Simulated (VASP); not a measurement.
# Zr (Im-3m) in VASP: further runs

Runs on Zr. Level: PBEsol. Tasks: single point.

Everything below comes from runs of VASP 6.6.1. Logs are shortened: lines on timing, memory, paths and dates and some standing lists are left out, and cuts for length are marked.

### 1 The cell of the first run

It takes space group Im-3m (No. 229, cubic). Conventional cell: a = 3.337 Å, b = 3.337 Å, c = 3.337 Å, α = 90.00°, β = 90.00°, γ = 90.00°. Within 3.8 Å of Zr (site symmetry m-3m) lie 14 Zr at 2.89 to 3.34 Å.

### 2 Single point, PBEsol (volume scaled by 0.85)

INCAR

```
SYSTEM = Zr
ALGO     = Normal         ! electronic algorithm
EDIFF    = 1E-6           ! SCF threshold, eV
ENCUT    = 520            ! plane-wave cutoff, eV
GGA      = PS             ! functional
ISIF     = 2              ! what is computed and relaxed
ISMEAR   = -1             ! smearing method
LASPH    = .True.         ! aspherical terms in the spheres
LCHARG   = .True.         ! write CHGCAR
LELF     = .True.         ! ELF
LREAL    = .False.        ! projectors in reciprocal space
LVHAR    = .True.       
LWAVE    = .False.        ! write WAVECAR
NBANDS   = 12             ! bands
NELM     = 100            ! most SCF steps
PREC     = Accurate       ! precision mode
SIGMA    = 0.08           ! smearing width, eV
```

KPOINTS

```
k-points
0
Gamma
  15 15 15
  0 0 0
```

POSCAR

```
Zr
1.0
   -1.6684398517      1.6684398517      1.6684398517
    1.6684398517     -1.6684398517      1.6684398517
    1.6684398517      1.6684398517     -1.6684398517
Zr
1
Direct
    0.0000000000      0.0000000000      0.0000000000
```

Potentials or basis: VASP PAW PBE potentials, release 64 (Zr_sv).

Launch:

```
$ cat potpaw_PBE.64/Zr_sv/POTCAR > POTCAR
$ mpirun -np 1 vasp_std > vasp.out
```

OUTCAR:

```text
SYSTEM = Zr
   EDIFF = 1E-6
   ENCUT = 520
   GGA = PS
   ISIF = 2
   ISMEAR = -1
   LASPH = .True.
   LREAL = .False.
   NELM = 100
   PREC = Accurate

 ion  position               nearest neighbor table
   1  0.000  0.000  0.000-

  LATTYP: Found a body centered cubic cell.
 ALAT       =     3.3368797034

  Lattice vectors:

 A1 = (  -1.6684398517,   1.6684398517,   1.6684398517)
 A2 = (   1.6684398517,  -1.6684398517,   1.6684398517)
 A3 = (   1.6684398517,   1.6684398517,  -1.6684398517)

Analysis of symmetry for initial positions (statically):
=====================================================================
 Subroutine PRICEL returns:
 Original cell was already a primitive cell.

 Routine SETGRP: Setting up the symmetry group for a
 body centered cubic supercell.

 Subroutine GETGRP returns: Found 48 space group operations
 (whereof 48 operations were pure point group operations)
 out of a pool of 48 trial point group operations.

The static configuration has the point symmetry O_h .

Analysis of symmetry for dynamics (positions and initial velocities):
=====================================================================
 Subroutine PRICEL returns:
 Original cell was already a primitive cell.

 Routine SETGRP: Setting up the symmetry group for a
 body centered cubic supercell.

 Subroutine GETGRP returns: Found 48 space group operations
 (whereof 48 operations were pure point group operations)
 out of a pool of 48 trial point group operations.

The dynamic configuration has the point symmetry O_h .

 Subroutine INISYM returns: Found 48 space group operations
 (whereof 48 operations are pure point group operations),
 and found     1 'primitive' translations

----------------------------------------------------------------------------------------

                                     Primitive cell

  volume of cell :      18.5777

  direct lattice vectors                    reciprocal lattice vectors
    -1.668439852  1.668439852  1.668439852     0.000000000  0.299681166  0.299681166
     1.668439852 -1.668439852  1.668439852     0.299681166  0.000000000  0.299681166
     1.668439852  1.668439852 -1.668439852     0.299681166  0.299681166  0.000000000

  length of vectors
     2.889822593  2.889822593  2.889822593     0.423813169  0.423813169  0.423813169

  position of ions in fractional coordinates (direct lattice)
     0.000000000  0.000000000  0.000000000

  ion indices of the primitive-cell ions
   primitive index   ion index
                 1           1

----------------------------------------------------------------------------------------

 KPOINTS: k-points

Automatic generation of k-mesh.
 Grid dimensions read from file:
 generate k-points for:   15   15   15

 Generating k-lattice:

  Cartesian coordinates                     Fractional coordinates (reciprocal lattice)
     0.000000000  0.019978744  0.019978744     0.066666667  0.000000000  0.000000000
     0.019978744  0.000000000  0.019978744     0.000000000  0.066666667  0.000000000
     0.019978744  0.019978744  0.000000000     0.000000000  0.000000000  0.066666667

  Length of vectors
     0.028254211  0.028254211  0.028254211

  Shift w.r.t. Gamma in fractional coordinates (k-lattice)
     0.000000000  0.000000000  0.000000000

 Subroutine IBZKPT returns following result:
 ===========================================

 Found    120 irreducible k-points:

 Following reciprocal coordinates:
            Coordinates               Weight
  0.000000  0.000000  0.000000      1.000000
  0.066667  0.000000  0.000000     12.000000
  0.133333  0.000000  0.000000     12.000000
  0.200000  0.000000  0.000000     12.000000
  0.266667  0.000000  0.000000     12.000000
  0.333333  0.000000  0.000000     12.000000
[... 16 lines left out ...]
  0.333333  0.200000  0.000000     48.000000
  0.400000  0.200000  0.000000     24.000000
 [... further k-points ...]
   k-points           NKPTS =    120   k-points in BZ     NKDIM =    120   number of bands    NBANDS=     12
   number of dos      NEDOS =    301   number of ions     NIONS =      1
   total plane-waves  NPLWV =  13824
   dimension x,y,z NGX =    24 NGY =   24 NGZ =   24
   dimension x,y,z NGXF=    48 NGYF=   48 NGZF=   48
   ions per type =               1
   NGX,Y,Z   is equivalent  to a cutoff of  13.81, 13.81, 13.81 a.u.
   NGXF,Y,Z  is equivalent  to a cutoff of  27.61, 27.61, 27.61 a.u.
 SYSTEM =  Zr
   PREC   = accura    normal or accurate (medium, high low for compatibility)
   ISTART =      0    job   : 0-new  1-cont  2-samecut
   ICHARG =      2    charge: 1-file 2-atom 10-const
   ISPIN  =      1    spin polarized calculation?
   LNONCOLLINEAR =      F non collinear calculations
   LSORBIT =      F    spin-orbit coupling
   LASPH  =      T    aspherical Exc in radial PAW
   ENCUT  =  520.0 eV  38.22 Ry    6.18 a.u.   5.37  5.37  5.37*2*pi/ulx,y,z
   NELM   =    100;   NELMIN=  2; NELMDL= -5     # of ELM steps
   EDIFF  = 0.1E-05   stopping-criterion for ELM
   LREAL  =      F    real-space projection
   EDIFFG = 0.1E-04   stopping-criterion for IOM
   NSW    =      0    number of steps for IOM
   IBRION =     -1    ionic relax: 0-MD 1-quasi-New 2-CG
   NFREE  =      0    steps in history (QN), initial steepest desc. (CG)
   ISIF   =      2    stress and relaxation
   ISYM   =      2    0-nonsym 1-usesym 2-fastsym
   POTIM  = 0.5000    time-step for ionic-motion
   TEBEG  =    0.0;   TEEND  =   0.0 temperature during run
   PSTRESS=    0.0 pullay stress
   NELECT =      12.0000    total number of electrons
   NUPDOWN=      -1.0000    fix difference up-down
   EMIN   =  10.00;   EMAX   =-10.00  energy-range for DOS
   EFERMI =   0.00;   METHOD = LEGACY
   ISMEAR =    -1;   SIGMA  =   0.08  broadening in eV -4-tet -1-fermi 0-gaus
   EFERMI_NEDOS =   21; number of points for ismear=-14 and -15
   IALGO  =     38    algorithm
   IMIX   =      4    mixing-type and parameters
     AMIX     =   0.40;   BMIX     =  1.00
     AMIX_MAG =   1.60;   BMIX_MAG =  1.00
  volume/ion in A,a.u.               =      18.58       125.37
  Fermi-wavevector in a.u.,A,eV,Ry     =   1.415157  2.674259 27.247979  2.002670
  Thomas-Fermi vector in A             =   2.536625
   LORBIT       =      0    0 simple, 1 ext, 2 COOP (PROOUT), +10 PAW based schemes
   GGA     = PS    functional components
   LHFCALC =     F    Hartree Fock is set to
   AEXX    =    0.0000 exact exchange contribution
   IVDW    =     0    specifies the selected vdW correction
   LEPSILON=     F    determine dielectric tensor
   LRPA    =     F    only Hartree local field effects (RPA)
 non-spin polarized calculation
  energy-cutoff  :      520.00
  volume of cell :       18.58
 maximum number of plane-waves:       531
 NGX is ok and might be reduce to    24
   NGX = 11   NGY = 11   NGZ = 11

 number of electron      12.0000000 magnetization

 Free energy of the ion-electron system (eV)
  ---------------------------------------------------
  ext. energy  EPLUGINS =         0.00000000
  ---------------------------------------------------
  free energy    TOTEN  =        -8.85406889 eV

  energy without entropy =       -8.83023932  energy(sigma->0) =       -8.84215411

 E-fermi :  11.2849     XC(G=0): -12.2725

 val. band max:       11.2829822188   @ k =   0.2000   0.2000   0.0000
 cond. band min:      11.3020019595   @ k =  -0.2000   0.2667   0.1333
 fundamental gap:      0.0190197407
 Fermi energy:        11.2848968118

 k-point     1 :       0.0000    0.0000    0.0000
  band No.  band energies     occupation
      1     -36.7762      2.00000
      2     -13.8264      2.00000
      3     -13.8264      2.00000
      4     -13.8264      2.00000
      5       5.6875      2.00000
      6      12.4792      0.00000
      7      12.4792      0.00000
      8      12.4792      0.00000
      9      15.6252      0.00000
     10      15.6252      0.00000
     11      24.3971      0.00000
     12      24.3971      0.00000

 k-point     2 :       0.0667    0.0000    0.0000
  band No.  band energies     occupation
      1     -36.7605      2.00000
      2     -13.9196      2.00000
      3     -13.8533      2.00000
      4     -13.8275      2.00000
      5       5.8870      2.00000
      6      12.3386      0.00000
      7      12.4340      0.00000
      8      12.6748      0.00000
      9      15.3873      0.00000
     10      15.6166      0.00000
     11      24.5915      0.00000
     12      24.7490      0.00000

 k-point     3 :       0.1333    0.0000    0.0000
  band No.  band energies     occupation
      1     -36.7161      2.00000
      2     -14.1775      2.00000
      3     -13.9286      2.00000
      4     -13.8309      2.00000
      5       6.4384      2.00000
      6      11.9705      0.00038
      7      12.2386      0.00001
      8      13.2515      0.00000
      9      15.0030      0.00000
     10      15.6136      0.00000
     11      25.0599      0.00000
     12      25.7489      0.00000
[... 286 lines left out ...]
 k-point    23 :       0.3333    0.2000    0.0000
  band No.  band energies     occupation
      1     -36.3850      2.00000
      2     -15.4987      2.00000
      3     -14.6708      2.00000
      4     -14.0267      2.00000
      5       8.9467      2.00000
      6      10.3907      1.99997
      7      12.0463      0.00015
      8      15.4337      0.00000
      9      16.8056      0.00000
     10      20.6238      0.00000
     11      23.4748      0.00000
     12      25.0140      0.00000

 k-point    24 :       0.4000    0.2000    0.0000
  band No.  band energies     occupation
      1     -36.3713      2.00000
      2     -15.5306      2.00000
      3     -14.7216      2.00000
      4     -14.0310      2.00000
      5       8.8880      2.00000
      6      10.3847      1.99997
      7      12.2499      0.00001
      8      15.5159      0.00000
      9      16.9400      0.00000
     10      21.2759      0.00000
     11      23.0113      0.00000
     12      24.5160      0.00000

 [... further k-points ...]
[... 5 lines left out ...]
  --------------------------------------------------------------------------------------
  -------------------------------------------------------------------------------------
  Total        2.2390944      2.2390944      2.2390944     -0.0000000      0.0000000      0.0000000
  in kB      193.1040290    193.1040290    193.1040290     -0.0000000      0.0000000      0.0000000
  external PRESSURE =     193.1040290 kB  Pullay stress =       0.0000000 kB

 VOLUME and BASIS-vectors are now :
 -----------------------------------------------------------------------------
  energy-cutoff  :      520.00
  volume of cell :       18.58
      direct lattice vectors                 reciprocal lattice vectors
    -1.668439852  1.668439852  1.668439852     0.000000000  0.299681166  0.299681166
     1.668439852 -1.668439852  1.668439852     0.299681166  0.000000000  0.299681166
     1.668439852  1.668439852 -1.668439852     0.299681166  0.299681166  0.000000000

 POSITION                                       TOTAL-FORCE (eV/Angst)
 -----------------------------------------------------------------------------------
      0.00000      0.00000      0.00000        -0.000000     -0.000000      0.000000
 -----------------------------------------------------------------------------------
    total drift:                                0.000000      0.000000     -0.000000

  FREE ENERGIE OF THE ION-ELECTRON SYSTEM (eV)
  ---------------------------------------------------
  free  energy   TOTEN  =        -8.8540688935 eV

  energy  without entropy=       -8.8302393202  energy(sigma->0) =       -8.84215411
```

Run time: 26 s. Hardware: 1 thread of Intel Xeon 8259CL, shared host; peak memory 0.16 GiB.

What came out:

- Free energy: -8.8541 eV
- Pressure: 19.3 GPa
- Band gap on the k mesh: zero (band 6 reaches 12.48 eV, above the bottom of band 7 at 10.59 eV)

Levels at points of the mesh, in eV from the Fermi level:
```tsv
k point	band 4	band 5	band 6	band 7	band 8	band 9
(0.00, 0.00, 0.00)	-25.11	-5.60	1.19	1.19	1.19	4.34
```

Caveat: the PAW data sets were made with another functional, which shifts forces and pressure a little.

### 3 Single point, PBEsol (volume scaled by 0.95)

INCAR

```
PREC = Accurate
ENCUT = 520
EDIFF = 1E-6
ISMEAR = -1
SIGMA = 0.08
LREAL = F
LASPH = T
NELM = 80
ALGO = Normal
ISIF = 2
LWAVE = F
LCHARG = T
GGA = PS
LELF = T
LVHAR = T
NBANDS = 12
```

KPOINTS

```
regular mesh
0
Gamma
  15 15 15
```

POSCAR

```
Zr
1.0
   -1.7314586108      1.7314586108      1.7314586108
    1.7314586108     -1.7314586108      1.7314586108
    1.7314586108      1.7314586108     -1.7314586108
Zr
1
Direct
    0.0000000000      0.0000000000      0.0000000000
```

Potentials or basis: VASP PAW PBE potentials, release 64 (Zr_sv).

Launch:

```
$ cat potpaw_PBE.64/Zr_sv/POTCAR > POTCAR
$ mpirun -np 1 vasp_std > vasp.out
```

OUTCAR:

```text
PREC = Accurate
   ENCUT = 520
   EDIFF = 1E-6
   ISMEAR = -1
   LREAL = F
   LASPH = T
   NELM = 80
   ISIF = 2
   GGA = PS

 ion  position               nearest neighbor table
   1  0.000  0.000  0.000-

  LATTYP: Found a body centered cubic cell.
 ALAT       =     3.4629172216

  Lattice vectors:

 A1 = (  -1.7314586108,   1.7314586108,   1.7314586108)
 A2 = (   1.7314586108,  -1.7314586108,   1.7314586108)
 A3 = (   1.7314586108,   1.7314586108,  -1.7314586108)

[... 527 lines left out ...]
      3     -16.2667      2.00000
      4     -15.7680      2.00000
      5       7.7392      2.00000
      6       9.1537      1.99980
      7      10.5518      0.00052
      8      13.7352      0.00000
      9      14.9179      0.00000
     10      18.7045      0.00000
     11      20.2864      0.00000
     12      22.0726      0.00000

 [... further k-points ...]
[... 5 lines left out ...]
  --------------------------------------------------------------------------------------
  -------------------------------------------------------------------------------------
  Total        0.6643411      0.6643411      0.6643411      0.0000000      0.0000000      0.0000000
  in kB       51.2631560     51.2631560     51.2631560      0.0000000      0.0000000      0.0000000
  external PRESSURE =      51.2631560 kB  Pullay stress =       0.0000000 kB

 VOLUME and BASIS-vectors are now :
 -----------------------------------------------------------------------------
  energy-cutoff  :      520.00
  volume of cell :       20.76
      direct lattice vectors                 reciprocal lattice vectors
    -1.731458611  1.731458611  1.731458611     0.000000000  0.288773868  0.288773868
     1.731458611 -1.731458611  1.731458611     0.288773868  0.000000000  0.288773868
     1.731458611  1.731458611 -1.731458611     0.288773868  0.288773868  0.000000000

 POSITION                                       TOTAL-FORCE (eV/Angst)
 -----------------------------------------------------------------------------------
      0.00000      0.00000      0.00000         0.000000      0.000000     -0.000000
 -----------------------------------------------------------------------------------
    total drift:                                0.000000      0.000000      0.000000

  FREE ENERGIE OF THE ION-ELECTRON SYSTEM (eV)
  ---------------------------------------------------
  free  energy   TOTEN  =        -9.0141941564 eV

  energy  without entropy=       -8.9804605293  energy(sigma->0) =       -8.99732734
```

stdout:

```text
POSCAR found type information on POSCAR Zr
 POSCAR found :  1 types and       1 ions
 scaLAPACK will be used
 -----------------------------------------------------------------------------
|                                                                             |
|                                                                             |
|     You enforced a specific xc type in the INCAR file but a different       |
|     I HOPE YOU KNOW WHAT YOU ARE DOING!                                     |
|                                                                             |
 -----------------------------------------------------------------------------

 LDA part: xc-table for (Slater+PW92), standard interpolation
 POSCAR, INCAR and KPOINTS ok, starting setup
 FFT: planning ... GRIDC
 FFT: planning ... GRID_SOFT
 FFT: planning ... GRID
 WAVECAR not read
 entering main loop
```

Wall time 27 s (1 thread of Intel Xeon 8259CL, shared host); peak memory 0.15 GiB.

What came out:

```yaml
Free_energy: -9.0142 eV
Pressure: 5.1 GPa
Band_gap_on_the_k_mesh: zero (band 6 reaches 11.06 eV, above the bottom of band 7 at 9.35 eV)
```

Caveat: the PAW data sets were made with another functional, which shifts forces and pressure a little.
